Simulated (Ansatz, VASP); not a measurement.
SbPb in VASP and in Ansatz

The input INCAR:

```
SYSTEM = SbPb
PREC = Accurate ; ENCUT = 520
EDIFF = 1E-6 ; ISMEAR = 0
SIGMA = 0.15 ; LREAL = .False.
LASPH = .True. ; NELM = 60
ALGO = Normal ; ISIF = 2
LWAVE = .False. ; LCHARG = .True.
GGA = CA ; LELF = .True.
LVHAR = .True. ; NBANDS = 16
```

Contents of KPOINTS:

```
regular mesh
0
Gamma
  14 14 14
  0 0 0
```

Contents of POSCAR:

```
SbPb
1.0
    0.0000000000      3.0980787484      2.8595266848
    3.0980787484      0.0000000000      2.8595266848
    3.0980787484      3.0980787484      0.0000000000
Sb Pb
1 1
Direct
    0.5000000000      0.5000000000      0.5000000000
    0.0000000000      0.0000000000      0.0000000000
```

Input for Ansatz:

```yaml
crystal:
  lattice:
    - [0.0, 3.0980787484, 2.8595266848]
    - [3.0980787484, 0.0, 2.8595266848]
    - [3.0980787484, 3.0980787484, 0.0]
  atoms:
    - { symbol: Sb, position: [0.5, 0.5, 0.5] }
    - { symbol: Pb, position: [0.0, 0.0, 0.0] }
basis:
  ecutwfc: 420
kpoints:
  mp_grid: { grid: [14, 14, 14] }
hamiltonian:
  xc: lda
scf:
  occupations: { method: gaussian, width: 0.15 }
output:
  forces: true
  stress: true
  eigenvalues: true
```

Alike in both runs: task single point; functional LDA; k mesh 14 × 14 × 14; occupations gaussian, width 0.15 eV; no spin polarisation.

|  | VASP | Ansatz |
| --- | --- | --- |
| version | VASP 6.6.1 | Ansatz 0.2.0 |
| potentials or method | VASP PAW LDA potentials, release 64 (Sb, Pb_d), cutoff 520 eV | scalar-relativistic, plane waves, PAW |
| valence electrons in the cell | 19 | 29 |

```tsv
	VASP	Ansatz	Ansatz less VASP
gap on the k mesh at the Fermi level (eV)	none	none	-
pressure (GPa)	6.7	6.5	-0.14
traceless stress, the component that is largest in VASP (GPa)	9.21	9.15	-0.059
```

LDA's correlation is that of Perdew and Zunger in VASP and of Perdew and Wang (1992) in Ansatz. A gap of «none» marks a metal or a gap that the smearing closes. VASP's potentials hold 19 valence electrons a cell and Ansatz's 29, so a difference there can come from the potentials and not from the codes.

Spin-orbit coupling is off throughout.
